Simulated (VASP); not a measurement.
# W (Im-3m) in VASP: notebook

Runs on W. Level: r2SCAN. Tasks: single point.

Program: VASP 6.6.1. These are calculated values, not measurements. Logs are shortened: lines on timing, memory, paths and dates and some standing lists are left out, and cuts for length are marked.

## Step 1: The cell of the first run

It takes space group Im-3m (No. 229, cubic). Conventional cell: a = 3.163 Å, b = 3.163 Å, c = 3.163 Å, α = 90.00°, β = 90.00°, γ = 90.00°. Within 3.6 Å of W (site symmetry m-3m) lie 14 W at 2.74 to 3.16 Å.

## Step 2: Single point, r2SCAN

The input, POSCAR:

```
W
1.0
   -1.5815551870      1.5815551870      1.5815551870
    1.5815551870     -1.5815551870      1.5815551870
    1.5815551870      1.5815551870     -1.5815551870
W
1
Direct
    0.0000000000      0.0000000000      0.0000000000
```

The input, INCAR.step1:

```
  PREC = Accurate
  ENCUT = 520
  ISMEAR = -1
  SIGMA = 0.1
  LREAL = F
  LASPH = T
  NELM = 80
  NBANDS = 13
  GGA = PE
  ALGO = Normal
  EDIFF = 1E-4
  LWAVE = T
  LCHARG = F
```

The input, INCAR.step2:

```
  PREC = Accurate
  ENCUT = 520
  EDIFF = 1E-6
  ISMEAR = -1
  SIGMA = 0.1
  LREAL = F
  LASPH = T
  NELM = 80
  ALGO = Normal
  ISIF = 2
  LWAVE = F
  LCHARG = F
  METAGGA = R2SCAN
  LMIXTAU = T
  NBANDS = 13
  ISTART = 1
```

The input, KPOINTS:

```
regular mesh
0
Gamma
  15 15 15
```

Potentials or basis: VASP PAW PBE potentials, release 64 (W_sv).

Run with:

```sh
$ cat potpaw_PBE.64/W_sv/POTCAR > POTCAR
$ cp INCAR.step1 INCAR
$ mpirun -np 1 vasp_std > vasp.out
$ cp INCAR.step2 INCAR
$ mpirun -np 1 vasp_std > vasp.out
```

OUTCAR:

```text
PREC = Accurate
   ENCUT = 520
   EDIFF = 1E-6
   ISMEAR = -1
   LREAL = F
   LASPH = T
   NELM = 80
   ISIF = 2
   METAGGA = R2SCAN
   ISTART = 1

 ion  position               nearest neighbor table
   1  0.000  0.000  0.000-

  LATTYP: Found a body centered cubic cell.
 ALAT       =     3.1631103740

  Lattice vectors:

 A1 = (  -1.5815551870,   1.5815551870,   1.5815551870)
 A2 = (   1.5815551870,  -1.5815551870,   1.5815551870)
 A3 = (   1.5815551870,   1.5815551870,  -1.5815551870)

Analysis of symmetry for initial positions (statically):
=====================================================================
 Subroutine PRICEL returns:
 Original cell was already a primitive cell.

 Routine SETGRP: Setting up the symmetry group for a
 body centered cubic supercell.

 Subroutine GETGRP returns: Found 48 space group operations
 (whereof 48 operations were pure point group operations)
 out of a pool of 48 trial point group operations.

The static configuration has the point symmetry O_h .

Analysis of symmetry for dynamics (positions and initial velocities):
=====================================================================
 Subroutine PRICEL returns:
 Original cell was already a primitive cell.

 Routine SETGRP: Setting up the symmetry group for a
 body centered cubic supercell.

 Subroutine GETGRP returns: Found 48 space group operations
 (whereof 48 operations were pure point group operations)
 out of a pool of 48 trial point group operations.

The dynamic configuration has the point symmetry O_h .

 Subroutine INISYM returns: Found 48 space group operations
 (whereof 48 operations are pure point group operations),
 and found     1 'primitive' translations

----------------------------------------------------------------------------------------

                                     Primitive cell

  volume of cell :      15.8239

  direct lattice vectors                    reciprocal lattice vectors
    -1.581555187  1.581555187  1.581555187     0.000000000  0.316144517  0.316144517
     1.581555187 -1.581555187  1.581555187     0.316144517  0.000000000  0.316144517
     1.581555187  1.581555187 -1.581555187     0.316144517  0.316144517  0.000000000

  length of vectors
     2.739333939  2.739333939  2.739333939     0.447095863  0.447095863  0.447095863

  position of ions in fractional coordinates (direct lattice)
     0.000000000  0.000000000  0.000000000

  ion indices of the primitive-cell ions
   primitive index   ion index
                 1           1

----------------------------------------------------------------------------------------

 KPOINTS: regular mesh

Automatic generation of k-mesh.
 Grid dimensions read from file:
 generate k-points for:   15   15   15

 Generating k-lattice:

  Cartesian coordinates                     Fractional coordinates (reciprocal lattice)
     0.000000000  0.021076301  0.021076301     0.066666667  0.000000000  0.000000000
     0.021076301  0.000000000  0.021076301     0.000000000  0.066666667  0.000000000
     0.021076301  0.021076301  0.000000000     0.000000000  0.000000000  0.066666667

  Length of vectors
     0.029806391  0.029806391  0.029806391

  Shift w.r.t. Gamma in fractional coordinates (k-lattice)
     0.000000000  0.000000000  0.000000000

 Subroutine IBZKPT returns following result:
 ===========================================

 Found    120 irreducible k-points:

 Following reciprocal coordinates:
            Coordinates               Weight
  0.000000  0.000000  0.000000      1.000000
  0.066667  0.000000  0.000000     12.000000
  0.133333  0.000000  0.000000     12.000000
  0.200000  0.000000  0.000000     12.000000
  0.266667  0.000000  0.000000     12.000000
  0.333333  0.000000  0.000000     12.000000
[... 16 lines left out ...]
  0.333333  0.200000  0.000000     48.000000
  0.400000  0.200000  0.000000     24.000000
 [... further k-points ...]
   k-points           NKPTS =    120   k-points in BZ     NKDIM =    120   number of bands    NBANDS=     13
   number of dos      NEDOS =    301   number of ions     NIONS =      1
   total plane-waves  NPLWV =   8000
   dimension x,y,z NGX =    20 NGY =   20 NGZ =   20
   dimension x,y,z NGXF=    40 NGYF=   40 NGZF=   40
   ions per type =               1
   NGX,Y,Z   is equivalent  to a cutoff of  12.14, 12.14, 12.14 a.u.
   NGXF,Y,Z  is equivalent  to a cutoff of  24.28, 24.28, 24.28 a.u.
 SYSTEM =  unknown system
   PREC   = accura    normal or accurate (medium, high low for compatibility)
   ISTART =      1    job   : 0-new  1-cont  2-samecut
   ICHARG =      0    charge: 1-file 2-atom 10-const
   ISPIN  =      1    spin polarized calculation?
   LNONCOLLINEAR =      F non collinear calculations
   LSORBIT =      F    spin-orbit coupling
   LASPH  =      T    aspherical Exc in radial PAW
   ENCUT  =  520.0 eV  38.22 Ry    6.18 a.u.   5.09  5.09  5.09*2*pi/ulx,y,z
   NELM   =     80;   NELMIN=  2; NELMDL=  0     # of ELM steps
   EDIFF  = 0.1E-05   stopping-criterion for ELM
   LREAL  =      F    real-space projection
   EDIFFG = 0.1E-04   stopping-criterion for IOM
   NSW    =      0    number of steps for IOM
   IBRION =     -1    ionic relax: 0-MD 1-quasi-New 2-CG
   NFREE  =      0    steps in history (QN), initial steepest desc. (CG)
   ISIF   =      2    stress and relaxation
   ISYM   =      2    0-nonsym 1-usesym 2-fastsym
   POTIM  = 0.5000    time-step for ionic-motion
   TEBEG  =    0.0;   TEEND  =   0.0 temperature during run
   PSTRESS=    0.0 pullay stress
   NELECT =      14.0000    total number of electrons
   NUPDOWN=      -1.0000    fix difference up-down
   EMIN   =  10.00;   EMAX   =-10.00  energy-range for DOS
   EFERMI =   0.00;   METHOD = LEGACY
   ISMEAR =    -1;   SIGMA  =   0.10  broadening in eV -4-tet -1-fermi 0-gaus
   EFERMI_NEDOS =   21; number of points for ismear=-14 and -15
   IALGO  =     38    algorithm
   IMIX   =      4    mixing-type and parameters
     AMIX     =   0.40;   BMIX     =  1.00
     AMIX_MAG =   1.60;   BMIX_MAG =  1.00
  volume/ion in A,a.u.               =      15.82       106.78
  Fermi-wavevector in a.u.,A,eV,Ry     =   1.571616  2.969924 33.606084  2.469977
  Thomas-Fermi vector in A             =   2.673173
   LORBIT       =      0    0 simple, 1 ext, 2 COOP (PROOUT), +10 PAW based schemes
   METAGGA = R2SCAN    functional components
   LHFCALC =     F    Hartree Fock is set to
   AEXX    =    0.0000 exact exchange contribution
   IVDW    =     0    specifies the selected vdW correction
   LEPSILON=     F    determine dielectric tensor
   LRPA    =     F    only Hartree local field effects (RPA)
 non-spin polarized calculation
  energy-cutoff  :      520.00
  volume of cell :       15.82
 maximum number of plane-waves:       438
   NGX = 11   NGY = 11   NGZ = 11

 number of electron      14.0000004 magnetization

 Free energy of the ion-electron system (eV)
  ---------------------------------------------------
  ext. energy  EPLUGINS =         0.00000000
  ---------------------------------------------------
  free energy    TOTEN  =       -51.35569840 eV

  energy without entropy =      -51.34333263  energy(sigma->0) =      -51.34951552

 E-fermi :  11.2750     XC(G=0): -14.9715

 val. band max:       11.2296285432   @ k =  -0.3333   0.4000   0.2667
 cond. band min:      11.4484283250   @ k =  -0.2667   0.3333   0.1333
 fundamental gap:      0.2187997817
 Fermi energy:        11.2750272586

 k-point     1 :       0.0000    0.0000    0.0000
  band No.  band energies     occupation
      1     -64.7999      2.00000
      2     -27.6563      2.00000
      3     -27.6563      2.00000
      4     -27.6563      2.00000
      5       1.1763      2.00000
      6      10.0288      1.99999
      7      10.0288      1.99999
      8      10.0288      1.99999
      9      13.8809      0.00000
     10      13.8809      0.00000
     11      26.5777      0.00000
     12      26.5777      0.00000
     13      26.5777      0.00000

 k-point     2 :       0.0667    0.0000    0.0000
  band No.  band energies     occupation
      1     -64.7934      2.00000
      2     -27.7210      2.00000
      3     -27.6763      2.00000
      4     -27.6566      2.00000
      5       1.4014      2.00000
      6       9.8904      2.00000
      7       9.9947      1.99999
      8      10.2455      1.99993
      9      13.6598      0.00000
     10      13.8802      0.00000
     11      26.7678      0.00000
     12      26.9613      0.00000
     13      27.1187      0.00000

 k-point     3 :       0.1333    0.0000    0.0000
  band No.  band energies     occupation
      1     -64.7749      2.00000
      2     -27.9012      2.00000
      3     -27.7324      2.00000
      4     -27.6575      2.00000
      5       2.0396      2.00000
      6       9.5210      2.00000
      7       9.8420      2.00000
      8      10.8847      1.96046
      9      13.2512      0.00000
     10      13.8946      0.00000
     11      27.1908      0.00000
     12      28.0619      0.00000
     13      28.3747      0.00000
[... 305 lines left out ...]
 k-point    23 :       0.3333    0.2000    0.0000
  band No.  band energies     occupation
      1     -64.6408      2.00000
      2     -28.8496      2.00000
      3     -28.2628      2.00000
      4     -27.7944      2.00000
      5       5.9988      2.00000
      6       7.8515      2.00000
      7       9.5108      2.00000
      8      13.4933      0.00000
      9      14.8679      0.00000
     10      19.2161      0.00000
     11      22.0577      0.00000
     12      25.6222      0.00000
     13      28.3462      0.00000

 k-point    24 :       0.4000    0.2000    0.0000
  band No.  band energies     occupation
      1     -64.6355      2.00000
      2     -28.8716      2.00000
      3     -28.3005      2.00000
      4     -27.7971      2.00000
      5       5.9863      2.00000
      6       7.8263      2.00000
      7       9.7987      2.00000
      8      13.5540      0.00000
      9      15.0387      0.00000
     10      19.9796      0.00000
     11      21.2612      0.00000
     12      25.0810      0.00000
     13      28.2052      0.00000

 [... further k-points ...]

------------------------ aborting loop because EDIFF is reached ----------------------------------------

  FORCE on cell =-STRESS in cart. coord.  units (eV):
  Direction    XX          YY          ZZ          XY          YZ          ZX
  --------------------------------------------------------------------------------------
  -------------------------------------------------------------------------------------
  Total        0.2979382      0.2979382      0.2979382      0.0000000      0.0000000     -0.0000000
  in kB       30.1664136     30.1664136     30.1664136      0.0000000      0.0000000     -0.0000000
  external PRESSURE =      30.1664136 kB  Pullay stress =       0.0000000 kB

 VOLUME and BASIS-vectors are now :
 -----------------------------------------------------------------------------
  energy-cutoff  :      520.00
  volume of cell :       15.82
      direct lattice vectors                 reciprocal lattice vectors
    -1.581555187  1.581555187  1.581555187     0.000000000  0.316144517  0.316144517
     1.581555187 -1.581555187  1.581555187     0.316144517  0.000000000  0.316144517
     1.581555187  1.581555187 -1.581555187     0.316144517  0.316144517  0.000000000

 POSITION                                       TOTAL-FORCE (eV/Angst)
 -----------------------------------------------------------------------------------
      0.00000      0.00000      0.00000         0.000000      0.000000      0.000000
 -----------------------------------------------------------------------------------
    total drift:                                0.000000      0.000000      0.000000

  FREE ENERGIE OF THE ION-ELECTRON SYSTEM (eV)
  ---------------------------------------------------
  free  energy   TOTEN  =       -51.3556984002 eV

  energy  without entropy=      -51.3433326342  energy(sigma->0) =      -51.34951552
```

It took 33 s on 1 thread of Intel Xeon 6975P-C (Granite Rapids), shared host; peak memory 0.14 GiB.

What came out:

* Free energy: -51.3557 eV
* Pressure: 3.0 GPa
* Band gap on the k mesh: zero (band 7 reaches 16.13 eV, above the bottom of band 8 at 10.03 eV)

Levels at points of the mesh, in eV from the Fermi level:
```csv
k point,band 5,band 6,band 7,band 8,band 9,band 10
"(0.00, 0.00, 0.00)",-10.10,-1.25,-1.25,-1.25,2.61,2.61
```

Caveat: the PAW data sets were made with another functional, which shifts forces and pressure a little; spin-orbit coupling is left out, which moves the levels of the heavy elements.

## Step 3: Single point, r2SCAN

POSCAR is that of step 2.

The input, INCAR.step1:

```
SYSTEM = W
PREC = Accurate
ENCUT = 520
ISMEAR = -1
SIGMA = 0.1
LREAL = .False.
LASPH = .True.
NELM = 100
NBANDS = 13
GGA = PE
ALGO = Normal
EDIFF = 1E-4
LWAVE = .True.
LCHARG = .False.
```

The input, INCAR.step2:

```
SYSTEM = W
PREC = Accurate
ENCUT = 520
EDIFF = 1E-6
ISMEAR = -1
SIGMA = 0.1
LREAL = .False.
LASPH = .True.
NELM = 100
ALGO = Normal
ISIF = 2
LWAVE = .False.
LCHARG = .False.
METAGGA = R2SCAN
LMIXTAU = .True.
NBANDS = 13
ISTART = 1
```

The input, KPOINTS:

```
Automatic mesh
0
Gamma
  15 15 15
  0 0 0
```

Potentials or basis: VASP PAW PBE potentials, release 64 (W_sv).

Run with:

```sh
$ cat potpaw_PBE.64/W_sv/POTCAR > POTCAR
$ cp INCAR.step1 INCAR
$ mpirun -np 1 vasp_std > vasp.out
$ cp INCAR.step2 INCAR
$ mpirun -np 1 vasp_std > vasp.out
```

Run time: 32 s. Hardware: 1 thread of Intel Xeon 6975P-C (Granite Rapids), shared host; peak memory 0.14 GiB.

Results (log left out):

* Free energy: -51.3557 eV
* Pressure: 3.0 GPa
* Band gap on the k mesh: zero (band 7 reaches 16.13 eV, above the bottom of band 8 at 10.03 eV)

Levels at points of the mesh, in eV from the Fermi level:
```
           k point  band 3  band 4  band 5  band 6  band 7  band 8  band 9  band 10  band 11  band 12
(0.00, 0.00, 0.00)  -38.93  -38.93  -10.10   -1.25   -1.25   -1.25    2.61     2.61    15.30    15.30
```

Caveat: the PAW data sets were made with another functional, which shifts forces and pressure a little; spin-orbit coupling is left out, which moves the levels of the heavy elements.

(Continued in part 2 of 2.)
